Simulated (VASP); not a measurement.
Write the native input for VASP 6.6.1 that does the following.

```yaml
Task: single point
Functional: BLYP
Potentials_or_basis: VASP PAW PBE potentials, release 64 (Mo_sv)
Cutoff: 520 eV
k_mesh: 15 × 15 × 15
Occupations: fermi-dirac, width 0.1 eV
Spin: no spin polarisation
Dipole_correction: no
Further_INCAR_settings: ALGO = Normal; EDIFF = 1e-06; NBANDS = 13
```

The structure of Mo lies in POSCAR:

```
Mo
1.0
    0.0000000000      2.1056090116      2.1056090116
    2.1056090116      0.0000000000      2.1056090116
    2.1056090116      2.1056090116      0.0000000000
Mo
1
Direct
    0.0000000000      0.0000000000      0.0000000000
```

This cell differs from its parent crystal: volume scaled by 1.12.

These files were run (other wordings do the same):

INCAR

```
SYSTEM = Mo
  PREC = Accurate
  ENCUT = 520
  EDIFF = 1E-6
  ISMEAR = -1
  SIGMA = 0.1
  LREAL = .FALSE.
  LASPH = .TRUE.
  NELM = 80
  ALGO = Normal
  ISIF = 2
  LWAVE = .FALSE.
  LCHARG = .FALSE.
  GGA = B5
  ALDAX = 1.0
  AGGAX = 1.0
  AGGAC = 1.0
  ALDAC = 0.0
  NBANDS = 13
```

KPOINTS

```
regular mesh
0
G
  15 15 15
  0 0 0
```

Potentials or basis: VASP PAW PBE potentials, release 64 (Mo_sv).

Launch:

```console
$ cat potpaw_PBE.64/Mo_sv/POTCAR > POTCAR
$ mpirun -np 1 vasp_std > vasp.out
```

It gave:

The pressure is -18.4 GPa. The band gap on the k mesh is zero (band 7 reaches 13.22 eV, above the bottom of band 8 at 9.53 eV).

Caveat: the PAW data sets were made with another functional, which shifts forces and pressure a little.

It took 15 s on 1 thread of AMD EPYC 9R45 96-Core Processor (Zen 5) (shared host), peak memory 0.12 GiB.
